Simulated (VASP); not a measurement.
Set up this calculation in VASP 6.6.1, as the native input.

| Item | Value |
| --- | --- |
| Task | single point |
| Functional | PBEsol |
| Potentials or basis | VASP PAW PBE potentials, release 64 (Ta_pv, C) |
| Cutoff | 520 eV |
| k mesh | 10 × 10 × 10 |
| Occupations | gaussian, width 0.15 eV |
| Spin | no spin polarisation |
| Dipole correction | no |
| Further INCAR settings | ALGO = Normal; EDIFF = 1e-06; NBANDS = 37 |

The structure of Ta4C3 lies in POSCAR:

```
Ta4C3
1.0
    4.7548103822      0.0000000000      0.0000000000
    0.0000000000      4.7548103822      0.0000000000
    0.0000000000      0.0000000000      4.2264981175
Ta C
4 3
Direct
    0.0000000000      0.5000000000      0.5000000000
    0.5000000000      0.0000000000      0.5000000000
    0.5000000000      0.5000000000      0.0000000000
    0.0000000000      0.0000000000      0.0000000000
    0.5000000000      0.0000000000      0.0000000000
    0.0000000000      0.5000000000      0.0000000000
    0.0000000000      0.0000000000      0.5000000000
```

This cell differs from its parent crystal: strain +0.080 along x and y, -0.040 along z.

These files were run (other wordings do the same):

INCAR

```
ALGO = Normal
EDIFF = 1E-6
ENCUT = 520
GGA = PS
ISIF = 2
ISMEAR = 0
LASPH = True
LCHARG = True
LELF = True
LREAL = False
LVHAR = True
LWAVE = False
NBANDS = 37
NELM = 100
PREC = Accurate
SIGMA = 0.15
```

KPOINTS

```
k-points
0
Gamma
  10 10 10
```

Potentials or basis: VASP PAW PBE potentials, release 64 (Ta_pv, C).

The run is started by

```bash
$ cat potpaw_PBE.64/Ta_pv/POTCAR potpaw_PBE.64/C/POTCAR > POTCAR
$ mpirun -np 1 vasp_std > vasp.out
```

It gave:

| Quantity | Value |
| --- | --- |
| Pressure | -21.4 GPa |
| Band gap on the k mesh | zero (band 28 reaches 6.91 eV, above the bottom of band 29 at 5.56 eV) |

Caveat: the cell differs from its parent crystal (strain +0.080 along x and y, -0.040 along z); the PAW data sets were made with another functional, which shifts forces and pressure a little; spin-orbit coupling is left out, which moves the levels of the heavy elements.

Wall time 2.4 min on 1 thread of Intel(R) Xeon(R) 6975P-C (Granite Rapids), with other jobs on the host, peak memory 0.44 GiB.
